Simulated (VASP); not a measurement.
# CdS (Hawleyite) (F-43m) in VASP: notebook

The runs below take CdS (Hawleyite) through single point, relaxation of cell and atoms, with LDA, PBEsol, PBE, r2SCAN+D4.

All numbers are computed with VASP 6.6.1; they aren't measurements. Logs are shortened: lines on timing, memory, paths and dates and some standing lists are left out, and cuts for length are marked.

**1. The cell of the first run**

It takes space group F-43m (No. 216, cubic). Conventional cell: a = 5.757 Å, b = 5.757 Å, c = 5.757 Å, α = 90.00°, β = 90.00°, γ = 90.00°. Cd (site symmetry -43m) has 4 S at 2.49 Å within 3.3 Å. S (site symmetry -43m) has 4 Cd at 2.49 Å within 3.3 Å.

**2. Single point, LDA**

INCAR reads:

```
ALGO = Normal
EDIFF = 1E-6
ENCUT = 520
GGA = CA
ISIF = 2
ISMEAR = 0
LASPH = True
LCHARG = False
LREAL = False
LWAVE = False
NBANDS = 16
NELM = 80
PREC = Accurate
SIGMA = 0.01
```

KPOINTS reads:

```
k-points
0
Gamma
  6 6 6
```

POSCAR reads:

```
CdS
1.0
    0.0000000000      2.8783722351      2.8783722351
    2.8783722351      0.0000000000      2.8783722351
    2.8783722351      2.8783722351      0.0000000000
Cd S
1 1
Direct
    0.0000000000      0.0000000000      0.0000000000
    0.2500000000      0.2500000000      0.2500000000
```

Potentials or basis: VASP PAW LDA potentials, release 64 (Cd, S).

Command:

```bash
> cat potpaw_LDA.64/Cd/POTCAR potpaw_LDA.64/S/POTCAR > POTCAR
> mpirun -np 1 vasp_std > vasp.out
```

OUTCAR:

```text
EDIFF = 1E-6
   ENCUT = 520
   GGA = CA
   ISIF = 2
   ISMEAR = 0
   LASPH = True
   LREAL = False
   NELM = 80
   PREC = Accurate

 ion  position               nearest neighbor table
   1  0.000  0.000  0.000-   2 2.49   2 2.49   2 2.49   2 2.49
   2  0.250  0.250  0.250-   1 2.49   1 2.49   1 2.49   1 2.49

  LATTYP: Found a face centered cubic cell.
 ALAT       =     5.7567444702

  Lattice vectors:

 A1 = (   0.0000000000,   2.8783722351,   2.8783722351)
 A2 = (   2.8783722351,   0.0000000000,   2.8783722351)
 A3 = (   2.8783722351,   2.8783722351,   0.0000000000)

Analysis of symmetry for initial positions (statically):
=====================================================================
 Subroutine PRICEL returns:
 Original cell was already a primitive cell.

 Routine SETGRP: Setting up the symmetry group for a
 face centered cubic supercell.

 Subroutine GETGRP returns: Found 24 space group operations
 (whereof 24 operations were pure point group operations)
 out of a pool of 48 trial point group operations.

The static configuration has the point symmetry T_d .

Analysis of symmetry for dynamics (positions and initial velocities):
=====================================================================
 Subroutine PRICEL returns:
 Original cell was already a primitive cell.

 Routine SETGRP: Setting up the symmetry group for a
 face centered cubic supercell.

 Subroutine GETGRP returns: Found 24 space group operations
 (whereof 24 operations were pure point group operations)
 out of a pool of 48 trial point group operations.

The dynamic configuration has the point symmetry T_d .

 Subroutine INISYM returns: Found 24 space group operations
 (whereof 24 operations are pure point group operations),
 and found     1 'primitive' translations

----------------------------------------------------------------------------------------

                                     Primitive cell

  volume of cell :      47.6948

  direct lattice vectors                    reciprocal lattice vectors
     0.000000000  2.878372235  2.878372235    -0.173709291  0.173709291  0.173709291
     2.878372235  0.000000000  2.878372235     0.173709291 -0.173709291  0.173709291
     2.878372235  2.878372235  0.000000000     0.173709291  0.173709291 -0.173709291

  length of vectors
     4.070633052  4.070633052  4.070633052     0.300873318  0.300873318  0.300873318

  position of ions in fractional coordinates (direct lattice)
     0.000000000  0.000000000  0.000000000
     0.250000000  0.250000000  0.250000000

  ion indices of the primitive-cell ions
   primitive index   ion index
                 1           1
                 2           2

----------------------------------------------------------------------------------------

 KPOINTS: k-points

Automatic generation of k-mesh.
 Grid dimensions read from file:
 generate k-points for:    6    6    6

 Generating k-lattice:

  Cartesian coordinates                     Fractional coordinates (reciprocal lattice)
    -0.028951548  0.028951548  0.028951548     0.166666667  0.000000000  0.000000000
     0.028951548 -0.028951548  0.028951548     0.000000000  0.166666667  0.000000000
     0.028951548  0.028951548 -0.028951548     0.000000000  0.000000000  0.166666667

  Length of vectors
     0.050145553  0.050145553  0.050145553

  Shift w.r.t. Gamma in fractional coordinates (k-lattice)
     0.000000000  0.000000000  0.000000000

 Subroutine IBZKPT returns following result:
 ===========================================

 Found     16 irreducible k-points:

 Following reciprocal coordinates:
            Coordinates               Weight
  0.000000  0.000000  0.000000      1.000000
  0.166667  0.000000  0.000000      8.000000
  0.333333  0.000000  0.000000      8.000000
  0.500000  0.000000  0.000000      4.000000
  0.166667  0.166667  0.000000      6.000000
  0.333333  0.166667  0.000000     24.000000
[... 8 lines left out ...]
 -0.333333  0.333333  0.166667     24.000000
 -0.333333  0.500000  0.166667     12.000000
   k-points           NKPTS =     16   k-points in BZ     NKDIM =     16   number of bands    NBANDS=     16
   number of dos      NEDOS =    301   number of ions     NIONS =      2
   total plane-waves  NPLWV =  27000
   dimension x,y,z NGX =    30 NGY =   30 NGZ =   30
   dimension x,y,z NGXF=    60 NGYF=   60 NGZF=   60
   ions per type =               1   1
   NGX,Y,Z   is equivalent  to a cutoff of  12.25, 12.25, 12.25 a.u.
   NGXF,Y,Z  is equivalent  to a cutoff of  24.50, 24.50, 24.50 a.u.
 SYSTEM =  unknown system
   PREC   = accura    normal or accurate (medium, high low for compatibility)
   ISTART =      0    job   : 0-new  1-cont  2-samecut
   ICHARG =      2    charge: 1-file 2-atom 10-const
   ISPIN  =      1    spin polarized calculation?
   LNONCOLLINEAR =      F non collinear calculations
   LSORBIT =      F    spin-orbit coupling
   LASPH  =      T    aspherical Exc in radial PAW
   ENCUT  =  520.0 eV  38.22 Ry    6.18 a.u.   7.57  7.57  7.57*2*pi/ulx,y,z
   NELM   =     80;   NELMIN=  2; NELMDL= -5     # of ELM steps
   EDIFF  = 0.1E-05   stopping-criterion for ELM
   LREAL  =      F    real-space projection
[... 7 lines left out ...]
   TEBEG  =    0.0;   TEEND  =   0.0 temperature during run
   PSTRESS=    0.0 pullay stress
   NELECT =      18.0000    total number of electrons
   NUPDOWN=      -1.0000    fix difference up-down
   EMIN   =  10.00;   EMAX   =-10.00  energy-range for DOS
   EFERMI =   0.00;   METHOD = LEGACY
   ISMEAR =     0;   SIGMA  =   0.01  broadening in eV -4-tet -1-fermi 0-gaus
   EFERMI_NEDOS =   21; number of points for ismear=-14 and -15
   IALGO  =     38    algorithm
   IMIX   =      4    mixing-type and parameters
     AMIX     =   0.40;   BMIX     =  1.00
     AMIX_MAG =   1.60;   BMIX_MAG =  1.00
  volume/ion in A,a.u.               =      23.85       160.93
  Fermi-wavevector in a.u.,A,eV,Ry     =   1.183065  2.235669 19.043305  1.399643
  Thomas-Fermi vector in A             =   2.319307
   LORBIT       =      0    0 simple, 1 ext, 2 COOP (PROOUT), +10 PAW based schemes
   GGA     = CA    functional components
   LHFCALC =     F    Hartree Fock is set to
   AEXX    =    0.0000 exact exchange contribution
   IVDW    =     0    specifies the selected vdW correction
   LEPSILON=     F    determine dielectric tensor
   LRPA    =     F    only Hartree local field effects (RPA)
 non-spin polarized calculation
 Gauss-broadening in eV      SIGMA  =   0.01
  energy-cutoff  :      520.00
  volume of cell :       47.69
 maximum number of plane-waves:      1303
   NGX = 15   NGY = 15   NGZ = 15

 number of electron      18.0000008 magnetization

 Free energy of the ion-electron system (eV)
  ---------------------------------------------------
  ext. energy  EPLUGINS =         0.00000000
  ---------------------------------------------------
  free energy    TOTEN  =        -7.40379003 eV

  energy without entropy =       -7.40379003  energy(sigma->0) =       -7.40379003

 E-fermi :   1.5877     XC(G=0):  -9.7659

 val. band max:        1.4850056166   @ k =   0.0000   0.0000   0.0000
 cond. band min:       2.4603113140   @ k =   0.0000   0.0000   0.0000
 fundamental gap:      0.9753056974
 Fermi energy:         1.5877104505

 k-point     1 :       0.0000    0.0000    0.0000
  band No.  band energies     occupation
      1     -11.1249      2.00000
      2      -6.4548      2.00000
      3      -6.4548      2.00000
      4      -6.4548      2.00000
      5      -5.9147      2.00000
      6      -5.9147      2.00000
[... 8 lines left out ...]
     15      12.9868      0.00000
     16      12.9868      0.00000

 k-point     2 :       0.1667    0.0000    0.0000
  band No.  band energies     occupation
      1     -11.0047      2.00000
      2      -6.4127      2.00000
      3      -6.4127      2.00000
      4      -6.3552      2.00000
      5      -5.9160      2.00000
      6      -5.9160      2.00000
[... 8 lines left out ...]
     15      12.1103      0.00000
     16      13.1193      0.00000

 k-point     3 :       0.3333    0.0000    0.0000
  band No.  band energies     occupation
      1     -10.7627      2.00000
      2      -6.3444      2.00000
      3      -6.3444      2.00000
      4      -5.9558      2.00000
      5      -5.8965      2.00000
      6      -5.8965      2.00000
[... 8 lines left out ...]
     15      12.5442      0.00000
     16      12.5442      0.00000

 k-point     4 :       0.5000    0.0000    0.0000
  band No.  band energies     occupation
      1     -10.6426      2.00000
      2      -6.3212      2.00000
      3      -6.3212      2.00000
      4      -5.8722      2.00000
      5      -5.8722      2.00000
      6      -5.4930      2.00000
[... 8 lines left out ...]
     15      14.0547      0.00000
     16      14.0547      0.00000

 k-point     5 :       0.1667    0.1667    0.0000
  band No.  band energies     occupation
      1     -10.9651      2.00000
      2      -6.3810      2.00000
      3      -6.3698      2.00000
      4      -6.3698      2.00000
      5      -5.9444      2.00000
      6      -5.8898      2.00000
[... 8 lines left out ...]
     15      13.1577      0.00000
     16      14.8668      0.00000

 k-point     6 :       0.3333    0.1667    0.0000
  band No.  band energies     occupation
      1     -10.7649      2.00000
      2      -6.3286      2.00000
      3      -6.2876      2.00000
      4      -6.1317      2.00000
      5      -5.8968      2.00000
      6      -5.8674      2.00000
[... 8 lines left out ...]
     15      13.3515      0.00000
     16      14.3592      0.00000
[... 115 lines left out ...]
 k-point    13 :       0.5000    0.5000    0.0000
  band No.  band energies     occupation
      1     -10.4943      2.00000
      2      -6.2375      2.00000
      3      -6.0621      2.00000
      4      -6.0621      2.00000
      5      -5.8146      2.00000
      6      -5.4258      2.00000
[... 8 lines left out ...]
     15      13.8454      0.00000
     16      15.0030      0.00000

 k-point    14 :       0.5000    0.3333    0.1667
  band No.  band energies     occupation
      1     -10.6088      2.00000
      2      -6.2463      2.00000
      3      -6.2385      2.00000
      4      -6.0340      2.00000
      5      -5.8708      2.00000
      6      -5.6067      2.00000
[... 8 lines left out ...]
     15      14.5179      0.00000
     16      14.7625      0.00000

 k-point    15 :      -0.3333    0.3333    0.1667
  band No.  band energies     occupation
      1     -10.5330      2.00000
      2      -6.2445      2.00000
      3      -6.1925      2.00000
      4      -5.9656      2.00000
      5      -5.8960      2.00000
      6      -5.2899      2.00000
[... 8 lines left out ...]
     15      13.9145      0.00000
     16      14.8862      0.00000

 k-point    16 :      -0.3333    0.5000    0.1667
  band No.  band energies     occupation
      1     -10.4959      2.00000
      2      -6.2111      2.00000
      3      -6.1498      2.00000
      4      -6.0062      2.00000
      5      -5.8682      2.00000
      6      -5.2542      2.00000
[... 8 lines left out ...]
     15      14.7524      0.00000
     16      14.7605      0.00000

------------------------ aborting loop because EDIFF is reached ----------------------------------------

  FORCE on cell =-STRESS in cart. coord.  units (eV):
  Direction    XX          YY          ZZ          XY          YZ          ZX
  --------------------------------------------------------------------------------------
  -------------------------------------------------------------------------------------
  Total        0.1664613      0.1664613      0.1664613      0.0000000      0.0000000      0.0000000
  in kB        5.5918187      5.5918187      5.5918187      0.0000000      0.0000000      0.0000000
  external PRESSURE =       5.5918187 kB  Pullay stress =       0.0000000 kB

 VOLUME and BASIS-vectors are now :
 -----------------------------------------------------------------------------
  energy-cutoff  :      520.00
  volume of cell :       47.69
      direct lattice vectors                 reciprocal lattice vectors
     0.000000000  2.878372235  2.878372235    -0.173709291  0.173709291  0.173709291
     2.878372235  0.000000000  2.878372235     0.173709291 -0.173709291  0.173709291
     2.878372235  2.878372235  0.000000000     0.173709291  0.173709291 -0.173709291

 POSITION                                       TOTAL-FORCE (eV/Angst)
 -----------------------------------------------------------------------------------
      0.00000      0.00000      0.00000         0.000000      0.000000      0.000000
      1.43919      1.43919      1.43919        -0.000000     -0.000000     -0.000000
 -----------------------------------------------------------------------------------
    total drift:                               -0.000000     -0.000000     -0.000000

  FREE ENERGIE OF THE ION-ELECTRON SYSTEM (eV)
  ---------------------------------------------------
  free  energy   TOTEN  =        -7.4037900281 eV

  energy  without entropy=       -7.4037900281  energy(sigma->0) =       -7.40379003
```

Run time: 5.1 s. Hardware: 1 thread of Intel Xeon 6975P-C (Granite Rapids), shared host; peak memory 0.15 GiB.

Results:

```
Free energy            : -7.4038 eV
Pressure               : 0.6 GPa
Band gap on the k mesh : 0.98 eV, direct
```

**3. Single point, PBEsol**

This run uses another cell than the first one, of 24.70 Å³/atom, 1.036 times its volume.

INCAR reads:

```
SYSTEM = CdS
  PREC = Accurate
  ENCUT = 520
  EDIFF = 1E-6
  ISMEAR = 0
  SIGMA = 0.01
  LREAL = .False.
  LASPH = .True.
  NELM = 80
  ALGO = Normal
  ISIF = 2
  LWAVE = .False.
  LCHARG = .False.
  GGA = PS
  NBANDS = 16
```

KPOINTS reads:

```
regular mesh
0
Gamma
  6 6 6
  0 0 0
```

POSCAR reads:

```
CdS
1.0
    0.0000000000      2.9124128447      2.9124128447
    2.9124128447      0.0000000000      2.9124128447
    2.9124128447      2.9124128447      0.0000000000
Cd S
1 1
Direct
    0.0000000000      0.0000000000      0.0000000000
    0.2500000000      0.2500000000      0.2500000000
```

Potentials or basis: VASP PAW PBE potentials, release 64 (Cd, S).

Command:

```bash
> cat potpaw_PBE.64/Cd/POTCAR potpaw_PBE.64/S/POTCAR > POTCAR
> mpirun -np 1 vasp_std > vasp.out
```

Run time: 5.1 s. Hardware: 1 thread of Intel Xeon 6975P-C (Granite Rapids), shared host; peak memory 0.17 GiB.

Results (log left out):

```yaml
Free_energy: -6.8106 eV
Pressure: 0.4 GPa
Band_gap_on_the_k_mesh: 1.02 eV, direct
```

Levels at points of the mesh, in eV from the valence-band top:
```csv
k point,band 7,band 8,band 9,band 10,band 11,band 12
"(0.00, 0.00, 0.00)",0.00,0.00,0.00,1.02,6.44,6.44
"(0.50, 0.00, 0.00)",-4.51,-0.77,-0.77,2.89,6.91,6.91
"(0.50, 0.50, 0.00)",-4.04,-1.93,-1.93,3.38,4.25,9.09
```

Caveat: the PAW data sets were made with another functional, which shifts forces and pressure a little.

**4. Single point, PBE**

This run uses another cell than the first one, of 26.02 Å³/atom, 1.091 times its volume.

INCAR reads:

```
PREC = Accurate
ENCUT = 520
EDIFF = 1E-7
ISMEAR = 0
SIGMA = 0.01
LREAL = F
LASPH = T
NELM = 100
ALGO = Normal
ISIF = 2
LWAVE = F
LCHARG = T
GGA = PE
LELF = T
LVHAR = T
NBANDS = 16
```

KPOINTS reads:

```
Automatic mesh
0
Gamma
  6 6 6
```

POSCAR reads:

```
CdS
1.0
    0.0000000000      2.9633082568      2.9633082568
    2.9633082568      0.0000000000      2.9633082568
    2.9633082568      2.9633082568      0.0000000000
Cd S
1 1
Direct
    0.0000000000      0.0000000000      0.0000000000
    0.2500000000      0.2500000000      0.2500000000
```

Command:

```bash
> cat potpaw_PBE.64/Cd/POTCAR potpaw_PBE.64/S/POTCAR > POTCAR
> mpirun -np 1 vasp_std > vasp.out
```

Wall time 6.1 s (1 thread of Intel Xeon 6975P-C (Granite Rapids), shared host); peak memory 0.17 GiB.

The run converged. Its results:

```yaml
Free_energy: -6.1451 eV
Pressure: 0.3 GPa
Band_gap_on_the_k_mesh: 1.04 eV, direct
```

Levels at points of the mesh, in eV from the valence-band top:
```
           k point  band 5  band 6  band 7  band 8  band 9  band 10  band 11  band 12  band 13  band 14
(0.00, 0.00, 0.00)   -7.15   -7.15    0.00    0.00    0.00     1.04     6.55     6.55     6.55    11.17
(0.50, 0.00, 0.00)   -7.12   -6.81   -4.12   -0.69   -0.69     2.94     7.00     7.00     7.33    10.94
(0.50, 0.50, 0.00)   -7.08   -6.75   -3.75   -1.72   -1.72     3.63     4.28     9.04    10.49    10.49
```

A hybrid or GW would open this gap; PBE tends to underestimate it.

**5. Single point, r2SCAN+D4**

This run uses another cell than the first one, of 25.11 Å³/atom, 1.053 times its volume.

POSCAR reads:

```
CdS
1.0
    0.0000000000      2.9281726936      2.9281726936
    2.9281726936      0.0000000000      2.9281726936
    2.9281726936      2.9281726936      0.0000000000
Cd S
1 1
Direct
    0.0000000000      0.0000000000      0.0000000000
    0.2500000000      0.2500000000      0.2500000000
```

INCAR.step1 reads:

```
SYSTEM = CdS
PREC = Accurate
ENCUT = 520
ISMEAR = 0
SIGMA = 0.01
LREAL = .False.
LASPH = .True.
NELM = 80
NBANDS = 16
GGA = PE
ALGO = Normal
EDIFF = 1E-4
LWAVE = .True.
LCHARG = .False.
```

INCAR.step2 reads:

```
SYSTEM = CdS
PREC = Accurate
ENCUT = 520
EDIFF = 1E-6
ISMEAR = 0
SIGMA = 0.01
LREAL = .False.
LASPH = .True.
NELM = 80
ALGO = Normal
ISIF = 2
LWAVE = .False.
LCHARG = .False.
METAGGA = R2SCAN
LMIXTAU = .True.
IVDW = 13
VDW_S6 = 1.0
VDW_S8 = 0.6018749
VDW_A1 = 0.51559235
VDW_A2 = 5.77342911
NBANDS = 16
ISTART = 1
```

KPOINTS reads:

```
Automatic mesh
0
Gamma
  6 6 6
  0 0 0
```

Command:

```bash
> cat potpaw_PBE.64/Cd/POTCAR potpaw_PBE.64/S/POTCAR > POTCAR
> cp INCAR.step1 INCAR
> mpirun -np 1 vasp_std > vasp.out
> cp INCAR.step2 INCAR
> mpirun -np 1 vasp_std > vasp.out
```

Wall time 20 s (1 thread of Intel Xeon 6975P-C (Granite Rapids), shared host); peak memory 0.18 GiB.

It converged, with:

| Item | Value |
| --- | --- |
| Free energy | -29.9159 eV |
| Pressure | 0.3 GPa |
| Band gap on the k mesh | 1.56 eV, direct |
| Dispersion energy per atom | -0.117 eV |

Levels at points of the mesh, in eV from the valence-band top:
| k point | band 5 | band 6 | band 7 | band 8 | band 9 | band 10 | band 11 | band 12 | band 13 | band 14 |
| --- | --- | --- | --- | --- | --- | --- | --- | --- | --- | --- |
| (0.00, 0.00, 0.00) | -7.43 | -7.43 | 0.00 | 0.00 | 0.00 | 1.56 | 7.08 | 7.08 | 7.08 | 11.89 |
| (0.50, 0.00, 0.00) | -7.39 | -7.05 | -4.39 | -0.75 | -0.75 | 3.46 | 7.48 | 7.48 | 7.86 | 11.54 |
| (0.50, 0.50, 0.00) | -7.34 | -6.99 | -3.93 | -1.88 | -1.88 | 3.86 | 4.74 | 9.74 | 11.47 | 11.47 |

Caveat: the PAW data sets were made with another functional, which shifts forces and pressure a little.

[end of part 1 of 2]
